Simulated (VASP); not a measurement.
# La (P6_3/mmc) in VASP: a series of runs

The runs below take La through single point, with PBE.

Everything below comes from runs of VASP 6.6.1. Logs are shortened: lines on timing, memory, paths and dates and some standing lists are left out, and cuts for length are marked.

## Step 1: The cell of the first run

It takes space group P6_3/mmc (No. 194, hexagonal). The conventional cell has a = 3.775 Å, b = 3.775 Å, c = 6.075 Å, α = 90.00°, β = 90.00°, γ = 120.00°. Within 4.9 Å of La (site symmetry -6m2) lie 12 La at 3.74 to 3.78 Å.

## Step 2: Single point, PBE

INCAR

```
  PREC = Accurate
  ENCUT = 520
  EDIFF = 1E-7
  ISMEAR = -1
  SIGMA = 0.08
  LREAL = False
  LASPH = True
  NELM = 100
  ALGO = Normal
  ISIF = 2
  LWAVE = False
  LCHARG = False
  GGA = PE
  NBANDS = 18
```

KPOINTS

```
Automatic mesh
0
Gamma
  12 12 7
```

POSCAR

```
La
1.0
    3.7753306541      0.0000000000      0.0000000000
   -1.8876653270      3.2695322541      0.0000000000
    0.0000000000      0.0000000000      6.0753913432
La
2
Direct
    0.3333333333      0.6666666667      0.2500000000
    0.6666666667      0.3333333333      0.7500000000
```

Potentials or basis: VASP PAW PBE potentials, release 64 (La).

On the command line:

```bash
$ cat potpaw_PBE.64/La/POTCAR > POTCAR
$ mpirun -np 1 vasp_std > vasp.out
```

OUTCAR:

```text
PREC = Accurate
   ENCUT = 520
   EDIFF = 1E-7
   ISMEAR = -1
   LREAL = False
   LASPH = True
   NELM = 100
   ISIF = 2
   GGA = PE

 ion  position               nearest neighbor table
   1  0.333  0.667  0.250-
   2  0.667  0.333  0.750-

  LATTYP: Found a hexagonal cell.
 ALAT       =     3.7753306541
 C/A-ratio  =     1.6092342366

  Lattice vectors:

 A1 = (   3.7753306541,   0.0000000000,   0.0000000000)
 A2 = (  -1.8876653270,   3.2695322541,   0.0000000000)
 A3 = (   0.0000000000,   0.0000000000,   6.0753913432)

Analysis of symmetry for initial positions (statically):
=====================================================================
 Subroutine PRICEL returns:
 Original cell was already a primitive cell.

 Routine SETGRP: Setting up the symmetry group for a
 hexagonal supercell.

 Subroutine GETGRP returns: Found 24 space group operations
 (whereof 12 operations were pure point group operations)
 out of a pool of 24 trial point group operations.

The static configuration has the point symmetry D_3d.
 The point group associated with its full space group is D_6h.

Analysis of symmetry for dynamics (positions and initial velocities):
=====================================================================
 Subroutine PRICEL returns:
 Original cell was already a primitive cell.

 Routine SETGRP: Setting up the symmetry group for a
 hexagonal supercell.

 Subroutine GETGRP returns: Found 24 space group operations
 (whereof 12 operations were pure point group operations)
 out of a pool of 24 trial point group operations.

The dynamic configuration has the point symmetry D_3d.
 The point group associated with its full space group is D_6h.

 Subroutine INISYM returns: Found 24 space group operations
 (whereof 12 operations are pure point group operations),
 and found     1 'primitive' translations

----------------------------------------------------------------------------------------

                                     Primitive cell

  volume of cell :      74.9920

  direct lattice vectors                    reciprocal lattice vectors
     3.775330654  0.000000000  0.000000000     0.264877462  0.152927074  0.000000000
    -1.887665327  3.269532254  0.000000000     0.000000000  0.305854147  0.000000000
     0.000000000  0.000000000  6.075391343     0.000000000  0.000000000  0.164598450

  length of vectors
     3.775330654  3.775330654  6.075391343     0.305854147  0.305854147  0.164598450

  position of ions in fractional coordinates (direct lattice)
     0.333333333  0.666666667  0.250000000
     0.666666667  0.333333333  0.750000000

  ion indices of the primitive-cell ions
   primitive index   ion index
                 1           1
                 2           2

----------------------------------------------------------------------------------------

 KPOINTS: Automatic mesh

Automatic generation of k-mesh.
 Grid dimensions read from file:
 generate k-points for:   12   12    7

 Generating k-lattice:

  Cartesian coordinates                     Fractional coordinates (reciprocal lattice)
     0.022073122  0.012743923  0.000000000     0.083333333  0.000000000  0.000000000
     0.000000000  0.025487846  0.000000000     0.000000000  0.083333333  0.000000000
     0.000000000  0.000000000  0.023514064     0.000000000  0.000000000  0.142857143

  Length of vectors
     0.025487846  0.025487846  0.023514064

  Shift w.r.t. Gamma in fractional coordinates (k-lattice)
     0.000000000  0.000000000  0.000000000

 Subroutine IBZKPT returns following result:
 ===========================================

 Found     76 irreducible k-points:

 Following reciprocal coordinates:
            Coordinates               Weight
  0.000000  0.000000  0.000000      1.000000
  0.083333  0.000000  0.000000      6.000000
  0.166667  0.000000  0.000000      6.000000
  0.250000  0.000000  0.000000      6.000000
  0.333333  0.000000  0.000000      6.000000
  0.416667  0.000000  0.000000      6.000000
[... 16 lines left out ...]
  0.250000  0.000000  0.142857     12.000000
  0.333333  0.000000  0.142857     12.000000
 [... further k-points ...]
   k-points           NKPTS =     76   k-points in BZ     NKDIM =     76   number of bands    NBANDS=     18
   number of dos      NEDOS =    301   number of ions     NIONS =      2
   total plane-waves  NPLWV =  37632
   dimension x,y,z NGX =    28 NGY =   28 NGZ =   48
   dimension x,y,z NGXF=    56 NGYF=   56 NGZF=   96
   ions per type =               2
   NGX,Y,Z   is equivalent  to a cutoff of  12.33, 12.33, 13.13 a.u.
   NGXF,Y,Z  is equivalent  to a cutoff of  24.66, 24.66, 26.27 a.u.
 SYSTEM =  unknown system
   PREC   = accura    normal or accurate (medium, high low for compatibility)
   ISTART =      0    job   : 0-new  1-cont  2-samecut
   ICHARG =      2    charge: 1-file 2-atom 10-const
   ISPIN  =      1    spin polarized calculation?
   LNONCOLLINEAR =      F non collinear calculations
   LSORBIT =      F    spin-orbit coupling
   LASPH  =      T    aspherical Exc in radial PAW
   ENCUT  =  520.0 eV  38.22 Ry    6.18 a.u.   7.02  7.02 11.30*2*pi/ulx,y,z
   NELM   =    100;   NELMIN=  2; NELMDL= -5     # of ELM steps
   EDIFF  = 0.1E-06   stopping-criterion for ELM
   LREAL  =      F    real-space projection
   EDIFFG = 0.1E-05   stopping-criterion for IOM
   NSW    =      0    number of steps for IOM
   IBRION =     -1    ionic relax: 0-MD 1-quasi-New 2-CG
   NFREE  =      0    steps in history (QN), initial steepest desc. (CG)
   ISIF   =      2    stress and relaxation
   ISYM   =      2    0-nonsym 1-usesym 2-fastsym
   POTIM  = 0.5000    time-step for ionic-motion
   TEBEG  =    0.0;   TEEND  =   0.0 temperature during run
   PSTRESS=    0.0 pullay stress
   NELECT =      22.0000    total number of electrons
   NUPDOWN=      -1.0000    fix difference up-down
   EMIN   =  10.00;   EMAX   =-10.00  energy-range for DOS
   EFERMI =   0.00;   METHOD = LEGACY
   ISMEAR =    -1;   SIGMA  =   0.08  broadening in eV -4-tet -1-fermi 0-gaus
   EFERMI_NEDOS =   21; number of points for ismear=-14 and -15
   IALGO  =     38    algorithm
   IMIX   =      4    mixing-type and parameters
     AMIX     =   0.40;   BMIX     =  1.00
     AMIX_MAG =   1.60;   BMIX_MAG =  1.00
  volume/ion in A,a.u.               =      37.50       253.04
  Fermi-wavevector in a.u.,A,eV,Ry     =   1.087788  2.055620 16.099527  1.183282
  Thomas-Fermi vector in A             =   2.223955
   LORBIT       =      0    0 simple, 1 ext, 2 COOP (PROOUT), +10 PAW based schemes
   GGA     = PE    functional components
[... 5 lines left out ...]
 non-spin polarized calculation
  energy-cutoff  :      520.00
  volume of cell :       74.99
 maximum number of plane-waves:      2040
 NGX is ok and might be reduce to    28
   NGX = 13   NGY = 13   NGZ = 23

 number of electron      21.9999997 magnetization

 Free energy of the ion-electron system (eV)
  ---------------------------------------------------
  ext. energy  EPLUGINS =         0.00000000
  ---------------------------------------------------
  free energy    TOTEN  =        -9.75592576 eV

  energy without entropy =       -9.67609370  energy(sigma->0) =       -9.71600973

 E-fermi :   7.7578     XC(G=0):  -9.5221

 val. band max:        7.7346386853   @ k =   0.3333   0.2500   0.4286
 cond. band min:       7.7700032879   @ k =   0.4167   0.0833   0.2857
 fundamental gap:      0.0353646027
 Fermi energy:         7.7577830934

 k-point     1 :       0.0000    0.0000    0.0000
  band No.  band energies     occupation
      1     -25.1050      2.00000
      2     -24.9060      2.00000
      3      -9.4735      2.00000
      4      -8.3183      2.00000
      5      -8.3183      2.00000
      6      -8.1335      2.00000
[... 10 lines left out ...]
     17       9.4212      0.00000
     18       9.5162      0.00000

 k-point     2 :       0.0833    0.0000    0.0000
  band No.  band energies     occupation
      1     -25.0943      2.00000
      2     -24.9011      2.00000
      3      -9.4452      2.00000
      4      -8.3905      2.00000
      5      -8.3412      2.00000
      6      -8.2079      2.00000
[... 10 lines left out ...]
     17       9.4542      0.00000
     18       9.4890      0.00000

 k-point     3 :       0.1667    0.0000    0.0000
  band No.  band energies     occupation
      1     -25.0645      2.00000
      2     -24.8883      2.00000
      3      -9.3636      2.00000
      4      -8.5847      2.00000
      5      -8.4022      2.00000
      6      -8.4006      2.00000
[... 10 lines left out ...]
     17       9.4954      0.00000
     18       9.5135      0.00000

 k-point     4 :       0.2500    0.0000    0.0000
  band No.  band energies     occupation
      1     -25.0217      2.00000
      2     -24.8723      2.00000
      3      -9.2392      2.00000
      4      -8.8428      2.00000
      5      -8.6499      2.00000
      6      -8.4769      2.00000
[... 10 lines left out ...]
     17       9.5708      0.00000
     18       9.5842      0.00000

 k-point     5 :       0.3333    0.0000    0.0000
  band No.  band energies     occupation
      1     -24.9752      2.00000
      2     -24.8594      2.00000
      3      -9.0924      2.00000
      4      -9.0904      2.00000
      5      -8.8814      2.00000
      6      -8.5492      2.00000
[... 10 lines left out ...]
     17       9.5383      0.00000
     18       9.6159      0.00000

 k-point     6 :       0.4167    0.0000    0.0000
  band No.  band energies     occupation
      1     -24.9364      2.00000
      2     -24.8544      2.00000
      3      -9.2694      2.00000
      4      -9.0427      2.00000
      5      -8.9489      2.00000
      6      -8.6001      2.00000
[... 10 lines left out ...]
     17       9.5869      0.00000
     18       9.6401      0.00000

 k-point     7 :       0.5000    0.0000    0.0000
  band No.  band energies     occupation
      1     -24.9200      2.00000
      2     -24.8547      2.00000
      3      -9.3330      2.00000
      4      -9.1002      2.00000
      5      -8.8811      2.00000
      6      -8.6184      2.00000
[... 10 lines left out ...]
     17       9.6056      0.00000
     18       9.6532      0.00000

 k-point     8 :       0.0833    0.0833    0.0000
  band No.  band energies     occupation
      1     -25.0741      2.00000
      2     -24.8923      2.00000
      3      -9.3902      2.00000
      4      -8.5085      2.00000
      5      -8.4242      2.00000
      6      -8.3048      2.00000
[... 10 lines left out ...]
     17       9.4915      0.00000
     18       9.5479      0.00000
[... 229 lines left out ...]
     17       9.5000      0.00000
     18       9.5414      0.00000

 k-point    20 :       0.0000    0.0000    0.1429
  band No.  band energies     occupation
      1     -25.0954      2.00000
      2     -24.9161      2.00000
      3      -9.4125      2.00000
      4      -8.3094      2.00000
      5      -8.3094      2.00000
      6      -8.1709      2.00000
[... 10 lines left out ...]
     17       9.3852      0.00000
     18       9.5476      0.00000

 k-point    21 :       0.0833    0.0000    0.1429
  band No.  band energies     occupation
      1     -25.0850      2.00000
      2     -24.9110      2.00000
      3      -9.3875      2.00000
      4      -8.3797      2.00000
      5      -8.3316      2.00000
      6      -8.2524      2.00000
[... 10 lines left out ...]
     17       9.4384      0.00000
     18       9.4917      0.00000

 k-point    22 :       0.1667    0.0000    0.1429
  band No.  band energies     occupation
      1     -25.0560      2.00000
      2     -24.8972      2.00000
      3      -9.3177      2.00000
      4      -8.5680      2.00000
      5      -8.4455      2.00000
      6      -8.3895      2.00000
[... 10 lines left out ...]
     17       9.5058      0.00000
     18       9.5477      0.00000

 k-point    23 :       0.2500    0.0000    0.1429
  band No.  band energies     occupation
      1     -25.0145      2.00000
      2     -24.8799      2.00000
      3      -9.2244      2.00000
      4      -8.8079      2.00000
      5      -8.6860      2.00000
      6      -8.4641      2.00000
[... 10 lines left out ...]
     17       9.5268      0.00000
     18       9.5786      0.00000

 k-point    24 :       0.3333    0.0000    0.1429
  band No.  band energies     occupation
      1     -24.9695      2.00000
      2     -24.8653      2.00000
      3      -9.2018      2.00000
      4      -8.9772      2.00000
      5      -8.8803      2.00000
      6      -8.5350      2.00000
[... 10 lines left out ...]
     17       9.5411      0.00000
     18       9.6076      0.00000

 [... further k-points ...]
[... 5 lines left out ...]
  --------------------------------------------------------------------------------------
  -------------------------------------------------------------------------------------
  Total        0.1078727      0.1078727      0.1131999      0.0000000      0.0000000      0.0000000
  in kB        2.3046631      2.3046631      2.4184768      0.0000000      0.0000000      0.0000000
  external PRESSURE =       2.3426010 kB  Pullay stress =       0.0000000 kB

 VOLUME and BASIS-vectors are now :
 -----------------------------------------------------------------------------
  energy-cutoff  :      520.00
  volume of cell :       74.99
      direct lattice vectors                 reciprocal lattice vectors
     3.775330654  0.000000000  0.000000000     0.264877462  0.152927074  0.000000000
    -1.887665327  3.269532254  0.000000000     0.000000000  0.305854147  0.000000000
     0.000000000  0.000000000  6.075391343     0.000000000  0.000000000  0.164598450

 POSITION                                       TOTAL-FORCE (eV/Angst)
 -----------------------------------------------------------------------------------
     -0.00000      2.17969      1.51885         0.000000      0.000000      0.000000
      1.88767      1.08984      4.55654        -0.000000      0.000000      0.000000
 -----------------------------------------------------------------------------------
    total drift:                               -0.000000      0.000000     -0.000000

  FREE ENERGIE OF THE ION-ELECTRON SYSTEM (eV)
  ---------------------------------------------------
  free  energy   TOTEN  =        -9.7559257558 eV

  energy  without entropy=       -9.6760936977  energy(sigma->0) =       -9.71600973
```

Wall time 65 s (1 thread of Intel Xeon 6975P-C (Granite Rapids), shared host); peak memory 0.25 GiB.

What came out:

| Quantity | Value |
| --- | --- |
| Free energy | -9.7559 eV |
| Pressure | 0.2 GPa |
| Band gap on the k mesh | zero (band 11 reaches 8.88 eV, above the bottom of band 12 at 7.55 eV) |

Levels at points of the mesh, in eV from the Fermi level:
| k point | band 8 | band 9 | band 10 | band 11 | band 12 | band 13 | band 14 | band 15 |
| --- | --- | --- | --- | --- | --- | --- | --- | --- |
| (0.00, 0.00, 0.00) | -15.85 | -3.17 | -1.73 | 1.12 | 1.32 | 1.32 | 1.55 | 1.64 |
| (0.50, 0.00, 0.00) | -16.05 | -1.56 | -1.14 | -1.11 | 1.17 | 1.21 | 1.32 | 1.50 |

Caveat: spin-orbit coupling is left out, which moves the levels of the heavy elements.

## Step 3: Single point, PBE

INCAR

```
  PREC = Accurate
  ENCUT = 520
  EDIFF = 1E-7
  ISMEAR = -1
  SIGMA = 0.08
  LREAL = F
  LASPH = T
  NELM = 80
  ALGO = Normal
  ISIF = 2
  LWAVE = F
  LCHARG = F
  GGA = PE
  NBANDS = 18
```

KPOINTS

```
regular mesh
0
Gamma
  12 12 7
```

POSCAR

```
La
1.0
    3.7762922110      0.0000000000      0.0000000000
   -1.8881461055      3.2703649869      0.0000000000
    0.0000000000      0.0000000000      6.0775999074
La
2
Direct
    0.3333333333      0.6666666667      0.2500000000
    0.6666666667      0.3333333333      0.7500000000
```

Potentials or basis: VASP PAW PBE potentials, release 64 (La).

On the command line:

```bash
$ cat potpaw_PBE.64/La/POTCAR > POTCAR
$ mpirun -np 1 vasp_std > vasp.out
```

OUTCAR:

```text
PREC = Accurate
   ENCUT = 520
   EDIFF = 1E-7
   ISMEAR = -1
   LREAL = F
   LASPH = T
   NELM = 80
   ISIF = 2
   GGA = PE

 ion  position               nearest neighbor table
   1  0.333  0.667  0.250-
   2  0.667  0.333  0.750-

  LATTYP: Found a hexagonal cell.
 ALAT       =     3.7762922110
 C/A-ratio  =     1.6094093274

  Lattice vectors:

[... 188 lines left out ...]
  band No.  band energies     occupation
      1     -25.1144      2.00000
      2     -24.9162      2.00000
      3      -9.4811      2.00000
      4      -8.3288      2.00000
      5      -8.3288      2.00000
      6      -8.1445      2.00000
[... 481 lines left out ...]
      5      -8.8895      2.00000
      6      -8.5449      2.00000
[... 10 lines left out ...]
     17       9.5323      0.00000
     18       9.5977      0.00000

 [... further k-points ...]
[... 5 lines left out ...]
  --------------------------------------------------------------------------------------
  -------------------------------------------------------------------------------------
  Total        0.0967167      0.0967167      0.0996642      0.0000000      0.0000000      0.0000000
  in kB        2.0645153      2.0645153      2.1274321      0.0000000      0.0000000      0.0000000
  external PRESSURE =       2.0854876 kB  Pullay stress =       0.0000000 kB

 VOLUME and BASIS-vectors are now :
 -----------------------------------------------------------------------------
  energy-cutoff  :      520.00
  volume of cell :       75.06
      direct lattice vectors                 reciprocal lattice vectors
     3.776292211  0.000000000  0.000000000     0.264810016  0.152888134  0.000000000
    -1.888146105  3.270364987  0.000000000     0.000000000  0.305776268  0.000000000
     0.000000000  0.000000000  6.077599907     0.000000000  0.000000000  0.164538636

 POSITION                                       TOTAL-FORCE (eV/Angst)
 -----------------------------------------------------------------------------------
     -0.00000      2.18024      1.51940         0.000000     -0.000000      0.000000
      1.88815      1.09012      4.55820        -0.000000      0.000000      0.000000
 -----------------------------------------------------------------------------------
    total drift:                               -0.000000      0.000000     -0.000000

  FREE ENERGIE OF THE ION-ELECTRON SYSTEM (eV)
  ---------------------------------------------------
  free  energy   TOTEN  =        -9.7560271770 eV

  energy  without entropy=       -9.6761343418  energy(sigma->0) =       -9.71608076
```

OSZICAR:

```text
N       E                     dE             d eps       ncg     rms          rms(c)
DAV:   1     0.253743187418E+03    0.25374E+03   -0.80221E+03  2752   0.167E+03
DAV:   2     0.273779976012E+02   -0.22637E+03   -0.22284E+03  3896   0.302E+02
DAV:   3    -0.627782786437E+01   -0.33656E+02   -0.32679E+02  4534   0.138E+02
[... 12 lines left out ...]
DAV:  16    -0.975602616296E+01    0.38670E-06   -0.34328E-07  4504   0.626E-03    0.307E-03
DAV:  17    -0.975602669140E+01   -0.52844E-06   -0.94962E-08  3616   0.417E-03    0.113E-03
DAV:  18    -0.975602692055E+01   -0.22915E-06   -0.38776E-08  3552   0.380E-03    0.351E-04
DAV:  19    -0.975602709113E+01   -0.17058E-06   -0.21398E-08  3360   0.293E-03    0.123E-04
DAV:  20    -0.975602717704E+01   -0.85912E-07   -0.12997E-08  3256   0.259E-03
   1 F= -.97560272E+01 E0= -.97160808E+01  d E =-.798928E-01
```

Wall time 64 s (1 thread of Intel Xeon 6975P-C (Granite Rapids), shared host); peak memory 0.25 GiB.

What came out:

* Free energy: -9.7560 eV
* Pressure: 0.2 GPa
* Band gap on the k mesh: zero (band 11 reaches 8.87 eV, above the bottom of band 12 at 7.54 eV)

Caveat: spin-orbit coupling is left out, which moves the levels of the heavy elements.
